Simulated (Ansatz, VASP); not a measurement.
**GaP in VASP and in Ansatz**

```
Ga P
1.0
     0.00000    2.70850    2.70850
     2.70850    0.00000    2.70850
     2.70850    2.70850    0.00000
Ga P
1 1
Direct
  0.00000 0.00000 0.00000
  0.75000 0.75000 0.75000
```

Alike in both runs: task single point; functional LDA; k mesh 8 × 8 × 8; occupations gaussian, width 0.05 eV; no spin polarisation.

|  | VASP | Ansatz |
| --- | --- | --- |
| version | VASP 6.6.1 | Ansatz 0.2.0 |
| potentials or method | VASP PAW LDA potentials, release 64 (Ga_d, P), cutoff 520 eV | scalar-relativistic, plane waves, PAW |
| valence electrons in the cell | 18 | 18 |

|  | VASP | Ansatz | Ansatz less VASP |
| --- | --- | --- | --- |
| gap on the k mesh at the Fermi level (eV) | 1.46 | 1.46 | +0.001 |
| least direct gap on the mesh (eV) | 1.79 | 1.76 | -0.028 |
| pressure (GPa) | -1.2 | -1.3 | -0.08 |

LDA's correlation is that of Perdew and Zunger in VASP and of Perdew and Wang (1992) in Ansatz.
